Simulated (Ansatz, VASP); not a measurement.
Pb: VASP beside Ansatz

```
Pb
1.0
    -0.03439    3.42181    3.42181
     3.42181   -0.03439    3.42181
     3.42181    3.42181   -0.03439
Pb
2
Direct
  0.00000 0.00000 0.00000
  0.25000 0.25000 0.25000
```

Change from the starting cell: equal xy, yz and zx shear strains of -1 %.

Alike in both runs: task single point; functional PBE; k mesh 8 × 8 × 8; occupations fermi-dirac, width 0.05 eV; no spin polarisation.

|  | VASP | Ansatz |
| --- | --- | --- |
| version | VASP 6.6.1 | Ansatz 0.2.0 |
| potentials or method | VASP PAW PBE potentials, release 64 (Pb_d), cutoff 520 eV | all-electron LAPW, scalar-relativistic |

Ansatz gave:

| Property | Result |
| --- | --- |
| pressure (GPa) | 2.4 |
| traceless stress, the component that is largest in VASP (GPa) | 0.38 |
| rms of the force components (eV/Å) | 0.079 |

Problem. Which values does VASP return?

Solution. Pressure (GPa): 2.3; traceless stress, the component that is largest in VASP (GPa): 0.38; rms of the force components (eV/Å): 0.079.

Atom by atom the forces differ by 0.000 eV/Å (rms over components). Ansatz ran all-electron here, and VASP with PAW potentials.

Spin-orbit coupling is off throughout.
